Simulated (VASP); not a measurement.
# NaCl (Pm-3m) in VASP: notebook

Runs on NaCl. Level: PBE. Tasks: single point.

Program: VASP 6.6.1. These are calculated values, not measurements. Logs are shortened: lines on timing, memory, paths and dates and some standing lists are left out, and cuts for length are marked.

## 1. The cell of the first run

It takes space group Pm-3m (No. 221, cubic). The conventional cell has a = 3.340 Å, b = 3.340 Å, c = 3.340 Å, α = 90.00°, β = 90.00°, γ = 90.00°. Na (site symmetry m-3m) has 8 Cl at 2.89 Å and 6 Na at 3.34 Å within 3.8 Å. Cl (site symmetry m-3m) has 8 Na at 2.89 Å and 6 Cl at 3.34 Å within 3.8 Å.

## 2. Single point, PBE (18.63 Å³/atom)

Contents of INCAR:

```
PREC = Accurate
ENCUT = 500
EDIFF = 1E-6
ISMEAR = 0
SIGMA = 0.01
LREAL = F
LASPH = T
NELM = 120
ALGO = Normal
ISIF = 2
LWAVE = F
LCHARG = F
GGA = PE
NBANDS = 14
GGA_COMPAT = F
```

Contents of KPOINTS:

```
Automatic mesh
0
Gamma
  4 4 4
```

Contents of POSCAR:

```
NaCl
1.0
    3.3401547417      0.0000000000      0.0000000000
    0.0000000000      3.3401547417      0.0000000000
    0.0000000000      0.0000000000      3.3401547417
Na Cl
1 1
Direct
    0.0000000000      0.0000000000      0.0000000000
    0.5000000000      0.5000000000      0.5000000000
```

Potentials or basis: VASP PAW PBE potentials, release 64 (Na_pv, Cl).

The run is started by

```console
$ cat potpaw_PBE.64/Na_pv/POTCAR potpaw_PBE.64/Cl/POTCAR > POTCAR
$ mpirun -np 1 vasp_std > vasp.out
```

OUTCAR:

```text
PREC = Accurate
   ENCUT = 500
   EDIFF = 1E-6
   ISMEAR = 0
   LREAL = F
   LASPH = T
   NELM = 120
   ISIF = 2
   GGA = PE

 ion  position               nearest neighbor table
   1  0.000  0.000  0.000-
   2  0.500  0.500  0.500-

  LATTYP: Found a simple cubic cell.
 ALAT       =     3.3401547417

  Lattice vectors:

 A1 = (   3.3401547417,   0.0000000000,   0.0000000000)
 A2 = (   0.0000000000,   3.3401547417,   0.0000000000)
 A3 = (   0.0000000000,   0.0000000000,   3.3401547417)

Analysis of symmetry for initial positions (statically):
=====================================================================
 Subroutine PRICEL returns:
 Original cell was already a primitive cell.

 Routine SETGRP: Setting up the symmetry group for a
 simple cubic supercell.

 Subroutine GETGRP returns: Found 48 space group operations
 (whereof 48 operations were pure point group operations)
 out of a pool of 48 trial point group operations.

The static configuration has the point symmetry O_h .

Analysis of symmetry for dynamics (positions and initial velocities):
=====================================================================
 Subroutine PRICEL returns:
 Original cell was already a primitive cell.

 Routine SETGRP: Setting up the symmetry group for a
 simple cubic supercell.

 Subroutine GETGRP returns: Found 48 space group operations
 (whereof 48 operations were pure point group operations)
 out of a pool of 48 trial point group operations.

The dynamic configuration has the point symmetry O_h .

 Subroutine INISYM returns: Found 48 space group operations
 (whereof 48 operations are pure point group operations),
 and found     1 'primitive' translations

----------------------------------------------------------------------------------------

                                     Primitive cell

  volume of cell :      37.2649

  direct lattice vectors                    reciprocal lattice vectors
     3.340154742  0.000000000  0.000000000     0.299387327  0.000000000  0.000000000
     0.000000000  3.340154742  0.000000000     0.000000000  0.299387327  0.000000000
     0.000000000  0.000000000  3.340154742     0.000000000  0.000000000  0.299387327

  length of vectors
     3.340154742  3.340154742  3.340154742     0.299387327  0.299387327  0.299387327

  position of ions in fractional coordinates (direct lattice)
     0.000000000  0.000000000  0.000000000
     0.500000000  0.500000000  0.500000000

  ion indices of the primitive-cell ions
   primitive index   ion index
                 1           1
                 2           2

----------------------------------------------------------------------------------------

 KPOINTS: Automatic mesh

Automatic generation of k-mesh.
 Grid dimensions read from file:
 generate k-points for:    4    4    4

 Generating k-lattice:

  Cartesian coordinates                     Fractional coordinates (reciprocal lattice)
     0.074846832  0.000000000  0.000000000     0.250000000  0.000000000  0.000000000
     0.000000000  0.074846832  0.000000000     0.000000000  0.250000000  0.000000000
     0.000000000  0.000000000  0.074846832     0.000000000  0.000000000  0.250000000

  Length of vectors
     0.074846832  0.074846832  0.074846832

  Shift w.r.t. Gamma in fractional coordinates (k-lattice)
     0.000000000  0.000000000  0.000000000

 Subroutine IBZKPT returns following result:
 ===========================================

 Found     10 irreducible k-points:

 Following reciprocal coordinates:
            Coordinates               Weight
  0.000000  0.000000  0.000000      1.000000
  0.250000  0.000000  0.000000      6.000000
  0.500000  0.000000  0.000000      3.000000
  0.250000  0.250000  0.000000     12.000000
  0.500000  0.250000  0.000000     12.000000
  0.500000  0.500000  0.000000      3.000000
  0.250000  0.250000  0.250000      8.000000
  0.500000  0.250000  0.250000     12.000000
  0.500000  0.500000  0.250000      6.000000
  0.500000  0.500000  0.500000      1.000000
   k-points           NKPTS =     10   k-points in BZ     NKDIM =     10   number of bands    NBANDS=     14
   number of dos      NEDOS =    301   number of ions     NIONS =      2
   total plane-waves  NPLWV =  13824
   dimension x,y,z NGX =    24 NGY =   24 NGZ =   24
   dimension x,y,z NGXF=    48 NGYF=   48 NGZF=   48
   ions per type =               1   1
   NGX,Y,Z   is equivalent  to a cutoff of  11.95, 11.95, 11.95 a.u.
   NGXF,Y,Z  is equivalent  to a cutoff of  23.89, 23.89, 23.89 a.u.
 SYSTEM =  unknown system
   PREC   = accura    normal or accurate (medium, high low for compatibility)
   ISTART =      0    job   : 0-new  1-cont  2-samecut
   ICHARG =      2    charge: 1-file 2-atom 10-const
   ISPIN  =      1    spin polarized calculation?
   LNONCOLLINEAR =      F non collinear calculations
   LSORBIT =      F    spin-orbit coupling
   LASPH  =      T    aspherical Exc in radial PAW
   ENCUT  =  500.0 eV  36.75 Ry    6.06 a.u.   6.09  6.09  6.09*2*pi/ulx,y,z
   NELM   =    120;   NELMIN=  2; NELMDL= -5     # of ELM steps
   EDIFF  = 0.1E-05   stopping-criterion for ELM
   LREAL  =      F    real-space projection
   EDIFFG = 0.1E-04   stopping-criterion for IOM
   NSW    =      0    number of steps for IOM
   IBRION =     -1    ionic relax: 0-MD 1-quasi-New 2-CG
   NFREE  =      0    steps in history (QN), initial steepest desc. (CG)
   ISIF   =      2    stress and relaxation
   ISYM   =      2    0-nonsym 1-usesym 2-fastsym
   POTIM  = 0.5000    time-step for ionic-motion
   TEBEG  =    0.0;   TEEND  =   0.0 temperature during run
   PSTRESS=    0.0 pullay stress
   NELECT =      14.0000    total number of electrons
   NUPDOWN=      -1.0000    fix difference up-down
   EMIN   =  10.00;   EMAX   =-10.00  energy-range for DOS
   EFERMI =   0.00;   METHOD = LEGACY
   ISMEAR =     0;   SIGMA  =   0.01  broadening in eV -4-tet -1-fermi 0-gaus
   EFERMI_NEDOS =   21; number of points for ismear=-14 and -15
   IALGO  =     38    algorithm
   IMIX   =      4    mixing-type and parameters
     AMIX     =   0.40;   BMIX     =  1.00
     AMIX_MAG =   1.60;   BMIX_MAG =  1.00
  volume/ion in A,a.u.               =      18.63       125.74
  Fermi-wavevector in a.u.,A,eV,Ry     =   1.181275  2.232286 18.985706  1.395410
  Thomas-Fermi vector in A             =   2.317551
   LORBIT       =      0    0 simple, 1 ext, 2 COOP (PROOUT), +10 PAW based schemes
   GGA     = PE    functional components
   LHFCALC =     F    Hartree Fock is set to
   AEXX    =    0.0000 exact exchange contribution
   IVDW    =     0    specifies the selected vdW correction
   LEPSILON=     F    determine dielectric tensor
   LRPA    =     F    only Hartree local field effects (RPA)
 non-spin polarized calculation
 Gauss-broadening in eV      SIGMA  =   0.01
  energy-cutoff  :      500.00
  volume of cell :       37.26
 maximum number of plane-waves:       968
   NGX = 13   NGY = 13   NGZ = 13

 number of electron      14.0000012 magnetization

 Free energy of the ion-electron system (eV)
  ---------------------------------------------------
  ext. energy  EPLUGINS =         0.00000000
  ---------------------------------------------------
  free energy    TOTEN  =        -6.37064919 eV

  energy without entropy =       -6.37064919  energy(sigma->0) =       -6.37064919

 E-fermi :   1.5713     XC(G=0):  -9.0604

 val. band max:        1.5216314641   @ k =   0.5000   0.5000   0.0000
 cond. band min:       6.0248093869   @ k =   0.0000   0.0000   0.0000
 fundamental gap:      4.5031779228
 Fermi energy:         1.5713414573

 k-point     1 :       0.0000    0.0000    0.0000
  band No.  band energies     occupation
      1     -20.4781      2.00000
      2     -20.4781      2.00000
      3     -20.4781      2.00000
      4     -12.4104      2.00000
      5       0.9020      2.00000
      6       0.9020      2.00000
      7       0.9020      2.00000
      8       6.0248      0.00000
      9       9.8919      0.00000
     10       9.8919      0.00000
     11      17.9237      0.00000
     12      17.9237      0.00000
     13      17.9237      0.00000
     14      18.5971      0.00000

 k-point     2 :       0.2500    0.0000    0.0000
  band No.  band energies     occupation
      1     -20.5140      2.00000
      2     -20.4748      2.00000
      3     -20.4748      2.00000
      4     -12.1621      2.00000
      5      -0.8467      2.00000
      6       1.0403      2.00000
      7       1.0403      2.00000
      8       7.4397      0.00000
      9      10.6155      0.00000
     10      11.3177      0.00000
     11      15.0379      0.00000
     12      15.0379      0.00000
     13      17.6190      0.00000
     14      17.7885      0.00000

 k-point     3 :       0.5000    0.0000    0.0000
  band No.  band energies     occupation
      1     -20.5495      2.00000
      2     -20.4716      2.00000
      3     -20.4716      2.00000
      4     -11.8866      2.00000
      5      -2.1093      2.00000
      6       1.1879      2.00000
      7       1.1879      2.00000
      8       8.9099      0.00000
      9      11.1054      0.00000
     10      11.9400      0.00000
     11      13.6830      0.00000
     12      13.6830      0.00000
     13      14.8941      0.00000
     14      19.0184      0.00000

 k-point     4 :       0.2500    0.2500    0.0000
  band No.  band energies     occupation
      1     -20.5110      2.00000
      2     -20.5045      2.00000
      3     -20.4718      2.00000
      4     -11.9477      2.00000
      5      -0.7146      2.00000
      6      -0.3700      2.00000
      7       1.1896      2.00000
      8       8.5591      0.00000
      9      10.4730      0.00000
     10      12.2979      0.00000
     11      13.6533      0.00000
     12      15.1557      0.00000
     13      15.6589      0.00000
     14      18.0747      0.00000

 k-point     5 :       0.5000    0.2500    0.0000
  band No.  band energies     occupation
      1     -20.5404      2.00000
      2     -20.5015      2.00000
      3     -20.4688      2.00000
      4     -11.7118      2.00000
      5      -1.7317      2.00000
      6      -0.2050      2.00000
      7       1.3490      2.00000
      8       8.6947      0.00000
      9      10.2982      0.00000
     10      13.1243      0.00000
     11      13.3980      0.00000
     12      13.9631      0.00000
     13      15.8119      0.00000
     14      19.0271      0.00000

 k-point     6 :       0.5000    0.5000    0.0000
  band No.  band energies     occupation
      1     -20.5312      2.00000
      2     -20.5312      2.00000
      3     -20.4660      2.00000
      4     -11.5209      2.00000
      5      -1.2829      2.00000
      6      -1.2829      2.00000
      7       1.5216      2.00000
      8       6.9977      0.00000
      9      11.6837      0.00000
     10      13.5268      0.00000
     11      13.5268      0.00000
     12      14.3093      0.00000
     13      14.3093      0.00000
     14      20.5992      0.00000

 k-point     7 :       0.2500    0.2500    0.2500
  band No.  band energies     occupation
      1     -20.5072      2.00000
      2     -20.5004      2.00000
      3     -20.5004      2.00000
      4     -11.7486      2.00000
      5      -0.5190      2.00000
      6      -0.1664      2.00000
      7      -0.1664      2.00000
      8       9.1329      0.00000
      9      11.1688      0.00000
     10      11.1688      0.00000
     11      13.7047      0.00000
     12      14.5268      0.00000
     13      14.5268      0.00000
     14      20.5644      0.00000

 k-point     8 :       0.5000    0.2500    0.2500
  band No.  band energies     occupation
      1     -20.5333      2.00000
      2     -20.4989      2.00000
      3     -20.4963      2.00000
      4     -11.5304      2.00000
      5      -1.4196      2.00000
      6      -0.0540      2.00000
      7       0.0596      2.00000
      8       8.8298      0.00000
      9       9.9785      0.00000
     10      10.9868      0.00000
     11      14.3014      0.00000
     12      14.7265      0.00000
     13      16.7887      0.00000
     14      18.7144      0.00000

 k-point     9 :       0.5000    0.5000    0.2500
  band No.  band energies     occupation
      1     -20.5261      2.00000
      2     -20.5261      2.00000
      3     -20.4936      2.00000
      4     -11.3325      2.00000
      5      -1.0582      2.00000
      6      -1.0582      2.00000
      7       0.2317      2.00000
      8       7.6681      0.00000
      9      10.1467      0.00000
     10      10.1467      0.00000
     11      14.5672      0.00000
     12      16.6199      0.00000
     13      17.6215      0.00000
     14      17.6215      0.00000

 k-point    10 :       0.5000    0.5000    0.5000
  band No.  band energies     occupation
      1     -20.5210      2.00000
      2     -20.5210      2.00000
      3     -20.5210      2.00000
      4     -11.1272      2.00000
      5      -0.8042      2.00000
      6      -0.8042      2.00000
      7      -0.8042      2.00000
      8       8.6031      0.00000
      9       8.6031      0.00000
     10       8.6031      0.00000
     11      14.3267      0.00000
     12      18.8457      0.00000
     13      18.8457      0.00000
     14      18.8457      0.00000

------------------------ aborting loop because EDIFF is reached ----------------------------------------

  FORCE on cell =-STRESS in cart. coord.  units (eV):
  Direction    XX          YY          ZZ          XY          YZ          ZX
  --------------------------------------------------------------------------------------
  -------------------------------------------------------------------------------------
  Total        1.2543221      1.2543221      1.2543221      0.0000000      0.0000000      0.0000000
  in kB       53.9286914     53.9286914     53.9286914      0.0000000      0.0000000      0.0000000
  external PRESSURE =      53.9286914 kB  Pullay stress =       0.0000000 kB

 VOLUME and BASIS-vectors are now :
 -----------------------------------------------------------------------------
  energy-cutoff  :      500.00
  volume of cell :       37.26
      direct lattice vectors                 reciprocal lattice vectors
     3.340154742  0.000000000  0.000000000     0.299387327  0.000000000  0.000000000
     0.000000000  3.340154742  0.000000000     0.000000000  0.299387327  0.000000000
     0.000000000  0.000000000  3.340154742     0.000000000  0.000000000  0.299387327

 POSITION                                       TOTAL-FORCE (eV/Angst)
 -----------------------------------------------------------------------------------
      0.00000      0.00000      0.00000         0.000000      0.000000      0.000000
      1.67008      1.67008      1.67008         0.000000      0.000000      0.000000
 -----------------------------------------------------------------------------------
    total drift:                                0.000000     -0.000000     -0.000000

  FREE ENERGIE OF THE ION-ELECTRON SYSTEM (eV)
  ---------------------------------------------------
  free  energy   TOTEN  =        -6.3706491881 eV

  energy  without entropy=       -6.3706491881  energy(sigma->0) =       -6.37064919
```

Wall time 1.9 s (1 thread of Intel Xeon Platinum 8481C at 2.70GHz (Sapphire Rapids), shared host); peak memory 0.13 GiB.

Results:

| Quantity | Value |
| --- | --- |
| Free energy | -6.3706 eV |
| Pressure | 5.4 GPa |
| Band gap on the k mesh | 4.50 eV (least direct gap 5.12 eV) |

Caveat: the k points lie up to 0.47 Å⁻¹ apart.

## 3. Single point, PBE

This run uses another cell than the first one, of 20.70 Å³/atom.

Contents of INCAR:

```
SYSTEM = NaCl
PREC = Accurate
ENCUT = 500
EDIFF = 1E-6
ISMEAR = 0
SIGMA = 0.01
LREAL = .False.
LASPH = .True.
NELM = 120
ALGO = Normal
ISIF = 2
LWAVE = .False.
LCHARG = .False.
GGA = PE
NBANDS = 14
GGA_COMPAT = .False.
```

Contents of KPOINTS:

```
regular mesh
0
Gamma
  4 4 4
  0 0 0
```

Contents of POSCAR:

```
NaCl
1.0
    3.4595457961      0.0000000000      0.0000000000
    0.0000000000      3.4595457961      0.0000000000
    0.0000000000      0.0000000000      3.4595457961
Na Cl
1 1
Direct
    0.0000000000      0.0000000000      0.0000000000
    0.5000000000      0.5000000000      0.5000000000
```

Potentials or basis: VASP PAW PBE potentials, release 64 (Na_pv, Cl).

The run is started by

```console
$ cat potpaw_PBE.64/Na_pv/POTCAR potpaw_PBE.64/Cl/POTCAR > POTCAR
$ mpirun -np 1 vasp_std > vasp.out
```

It took 2.8 s on 1 thread of Intel Xeon Platinum 8481C at 2.70GHz (Sapphire Rapids), shared host; peak memory 0.15 GiB.

It converged, with:

| Quantity | Value |
| --- | --- |
| Free energy | -6.4530 eV |
| Pressure | 1.2 GPa |
| Band gap on the k mesh | 4.10 eV (least direct gap 4.62 eV) |

Levels at points of the mesh, in eV from the valence-band top:
```tsv
k point	band 4	band 5	band 6	band 7	band 8	band 9	band 10	band 11
(0.00, 0.00, 0.00)	-13.51	-0.52	-0.52	-0.52	4.10	8.53	8.53	16.03
(0.50, 0.00, 0.00)	-13.11	-3.11	-0.27	-0.27	7.03	8.81	10.49	11.93
(0.50, 0.50, 0.00)	-12.82	-2.39	-2.39	0.00	5.53	9.96	11.27	11.27
(0.50, 0.50, 0.50)	-12.52	-1.96	-1.96	-1.96	7.11	7.11	7.11	11.93
```

Caveat: the k points lie up to 0.45 Å⁻¹ apart. A k mesh can miss the band edges.

## 4. Single point, PBE (21.74 Å³/atom)

This run uses another cell than the first one, of 21.74 Å³/atom.

Contents of INCAR:

```
SYSTEM = NaCl
PREC = Accurate ; ENCUT = 500
EDIFF = 1E-6 ; ISMEAR = 0
SIGMA = 0.01 ; LREAL = .False.
LASPH = .True. ; NELM = 120
ALGO = Normal ; ISIF = 2
LWAVE = .False. ; LCHARG = .True.
GGA = PE ; LELF = .True.
LVHAR = .True. ; NBANDS = 14
GGA_COMPAT = .False.
```

KPOINTS is that of step 3.

Contents of POSCAR:

```
NaCl
1.0
    3.5162697434      0.0000000000      0.0000000000
    0.0000000000      3.5162697434      0.0000000000
    0.0000000000      0.0000000000      3.5162697434
Na Cl
1 1
Direct
    0.0000000000      0.0000000000      0.0000000000
    0.5000000000      0.5000000000      0.5000000000
```

The run is started by

```console
$ cat potpaw_PBE.64/Na_pv/POTCAR potpaw_PBE.64/Cl/POTCAR > POTCAR
$ mpirun -np 1 vasp_std > vasp.out
```

It took 3.2 s on 1 thread of Intel Xeon Platinum 8481C at 2.70GHz (Sapphire Rapids), shared host; peak memory 0.14 GiB.

The run converged. Its results:

| Item | Value |
| --- | --- |
| Free energy | -6.4601 eV |
| Pressure | -0.2 GPa |
| Band gap on the k mesh | 3.93 eV (least direct gap 4.41 eV) |

Levels at points of the mesh, in eV from the valence-band top:
| k point | band 3 | band 4 | band 5 | band 6 | band 7 | band 8 | band 9 | band 10 | band 11 | band 12 |
| --- | --- | --- | --- | --- | --- | --- | --- | --- | --- | --- |
| (0.00, 0.00, 0.00) | -22.10 | -13.34 | -0.48 | -0.48 | -0.48 | 3.93 | 8.59 | 8.59 | 15.57 | 15.57 |
| (0.50, 0.00, 0.00) | -22.10 | -12.99 | -2.89 | -0.25 | -0.25 | 6.88 | 8.48 | 10.51 | 11.81 | 11.81 |
| (0.50, 0.50, 0.00) | -22.09 | -12.73 | -2.22 | -2.22 | 0.00 | 5.53 | 9.85 | 10.94 | 10.94 | 12.58 |
| (0.50, 0.50, 0.50) | -22.13 | -12.47 | -1.81 | -1.81 | -1.81 | 7.11 | 7.11 | 7.11 | 11.54 | 15.76 |

Caveat: the k points lie up to 0.45 Å⁻¹ apart. A k mesh can miss the band edges.

## 5. Summary

| cell | gap on the mesh (eV) | pressure (GPa) |
| --- | --- | --- |
| a = 3.340 Å, 2 atoms | 4.50 | 5.4 |
| a = 3.460 Å, 2 atoms | 4.10 | 1.2 |
| a = 3.516 Å, 2 atoms | 3.93 | -0.2 |

Alike in all rows: task single point; level PBE; potentials or basis VASP PAW PBE potentials, release 64 (Na_pv, Cl); no spin polarisation; k mesh 4 × 4 × 4; cutoff (eV) 500; smearing gaussian 0.01 eV.

Caveats: all runs use coarse meshes.

Total energies depend on the potentials used, so only differences within one code and one set of settings carry meaning.
